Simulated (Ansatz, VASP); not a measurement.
**Two plane-wave programs on Cd4S**

Contents of INCAR:

```
SYSTEM = Cd4S
PREC = Accurate ; ENCUT = 600
EDIFF = 1E-6 ; ISMEAR = 0
SIGMA = 0.1 ; LREAL = .False.
LASPH = .True. ; NELM = 60
ALGO = Normal ; ISIF = 3
LWAVE = .False. ; LCHARG = .False.
GGA = PE ; IBRION = 2
NSW = 100 ; EDIFFG = -0.01
```

KPOINTS

```
regular mesh
0
Gamma
  6 6 8
  0 0 0
```

The input POSCAR:

```
Cd4S
1.0
    5.9709445746      0.0000000000      0.0000000000
   -2.9854722873      5.1709896862      0.0000000000
    0.0000000000      0.0000000000      5.0958099063
Cd S
4 1
Direct
    0.5000000000      0.0000000000      0.0000000000
    0.0000000000      0.5000000000      0.0000000000
    0.5000000000      0.5000000000      0.0000000000
    0.0000000000      0.0000000000      0.0000000000
    0.0000000000      0.0000000000      0.5000000000
```

Input for Ansatz:

```yaml
crystal:
  lattice:
    - [5.9709445746, 0.0, 0.0]
    - [-2.9854722873, 5.1709896862, 0.0]
    - [0.0, 0.0, 5.0958099063]
  atoms:
    - { symbol: Cd, position: [0.5, 0.0, 0.0] }
    - { symbol: Cd, position: [0.0, 0.5, 0.0] }
    - { symbol: Cd, position: [0.5, 0.5, 0.0] }
    - { symbol: Cd, position: [0.0, 0.0, 0.0] }
    - { symbol: S, position: [0.0, 0.0, 0.5] }
basis:
  ecutwfc: 420
kpoints:
  mp_grid: { grid: [6, 6, 8] }
hamiltonian:
  xc: pbe
scf:
  occupations: { method: gaussian, width: 0.1 }
output:
  forces: true
  stress: true
  eigenvalues: true
relax:
  adjacent_minimum: "off"
  f_tol: 0.01
  max_steps: 80
  cell: { stress_tol: 0.05 }
```

Alike in both runs: task relaxation of cell and atoms; functional PBE; k mesh 6 × 6 × 8; occupations gaussian, width 0.1 eV; no spin polarisation.

```csv
,VASP,Ansatz
version,VASP 6.6.1,Ansatz 0.2.0
potentials or method,"VASP PAW PBE potentials, release 64 (Cd, S), cutoff 600 eV","scalar-relativistic, plane waves, PAW"
valence electrons in the cell,54,86
```

```csv
,VASP,Ansatz,Ansatz less VASP
"gap on the k mesh at the Fermi level, each at its own relaxed structure (eV)",none,none,-
relaxed volume (Å³/atom),31.40,31.27,-0.123
relaxed cell length with the largest relative difference (Å),5.973,5.965,-0.0082
```

A gap of «none» marks a metal or a gap that the smearing closes. VASP's potentials hold 54 valence electrons a cell and Ansatz's 86, so a difference there can come from the potentials and not from the codes.
